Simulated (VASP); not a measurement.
## KZnF3: single point with PBEsol

The system is KZnF3.

```
Zn K F
1.0
     4.02282    0.00000    0.00000
     0.00000    4.02282    0.00000
     0.00000    0.00000    4.02282
Zn K F
1 1 3
Cartesian
  2.0114 2.0114 2.0114
  0.0000 0.0000 0.0000
  2.0114 0.0000 2.0114
  0.0000 2.0114 2.0114
  2.0114 2.0114 0.0000
```

```
Program             : VASP 6.6.1
Task                : single point
Functional          : PBEsol
Potentials or basis : VASP PAW PBE potentials, release 64 (Zn, K_sv, F)
Cutoff              : 520 eV
k mesh              : 7 × 7 × 7
Occupations         : fermi-dirac, width 0.05 eV
Spin                : no spin polarisation
```

| Item | Value |
| --- | --- |
| Pressure | 2.2 GPa |
| Band gap on the k mesh | 3.80 eV, indirect (least direct gap 5.66 eV) |

Levels at points of the mesh, in eV from the valence-band top:
```
           k point  band 19  band 20  band 21  band 22  band 23  band 24
(0.00, 0.00, 0.00)    -1.86    -1.86    -1.86     3.80     8.61     8.61
```

Run time: 19 s on 1 thread of Intel(R) Xeon(R) 6975P-C (Granite Rapids), on a shared host, peak memory 0.18 GiB.

Caveat: the PAW data sets were made with another functional, which shifts forces and pressure a little. A k mesh can miss the band edges.
